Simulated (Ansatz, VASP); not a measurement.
TaN in VASP and in Ansatz

Contents of INCAR:

```
PREC = Accurate ; ENCUT = 600
EDIFF = 1E-6 ; ISMEAR = -1
SIGMA = 0.02 ; LREAL = F
LASPH = T ; NELM = 120
ALGO = Normal ; ISIF = 2
LWAVE = F ; LCHARG = F
GGA = PE ; NBANDS = 15
GGA_COMPAT = F
```

Contents of KPOINTS:

```
Automatic mesh
0
Gamma
  9 9 9
```

Contents of POSCAR:

```
TaN
1.0
    0.0000000000      2.1790000000      2.1572100000
    2.1790000000      0.0000000000      2.1572100000
    2.1790000000      2.1790000000      0.0000000000
Ta N
1 1
Direct
    0.5000000000      0.5000000000      0.5000000000
    0.0000000000      0.0000000000      0.0000000000
```

Input for Ansatz:

```yaml
crystal:
  lattice:
    - [0.0, 2.179, 2.15721]
    - [2.179, 0.0, 2.15721]
    - [2.179, 2.179, 0.0]
  atoms:
    - { symbol: Ta, position: [0.5, 0.5, 0.5] }
    - { symbol: "N", position: [0.0, 0.0, 0.0] }
kpoints:
  mp_grid: { grid: [9, 9, 9] }
  band_path:
    path:
      - [0.0, 0.0, 0.0]
      - [0.0, 0.5, 0.5]
      - [0.25, 0.75, 0.5]
      - [0.0, 0.5, 0.0]
      - [0.0, 0.0, 0.0]
      - [0.5, 0.5, 0.0]
      - [0.3775380063, 0.6224619937, 0.0]
      - [-0.3775380063, 0.3775380063, 0.0]
      - [0.0, 0.0, 0.0]
    npoints: 5
scf:
  occupations: { method: fermi_dirac, width: 0.02 }
hamiltonian:
  xc: pbe
  pseudopotentials: { kind: all_electron, lapw: { basis_error: 0.0005 } }
output:
  forces: true
  stress: true
  eigenvalues: true
```

Change from the starting cell: zz strain of -1 %.

Alike in both runs: task single point; functional PBE; k mesh 9 × 9 × 9; occupations fermi-dirac, width 0.02 eV; no spin polarisation.

|  | VASP | Ansatz |
| --- | --- | --- |
| version | VASP 6.6.1 | Ansatz 0.2.0 |
| potentials or method | VASP PAW PBE potentials, release 64 (Ta_pv, N), cutoff 600 eV | all-electron LAPW, scalar-relativistic |

|  | VASP | Ansatz | Ansatz less VASP |
| --- | --- | --- | --- |
| pressure (GPa) | 19.5 | 18.6 | -0.91 |
| traceless stress, the component that is largest in VASP (GPa) | 5.77 | 5.73 | -0.038 |

Ansatz ran all-electron here, and VASP with PAW potentials.

Neither program's run includes spin-orbit coupling.
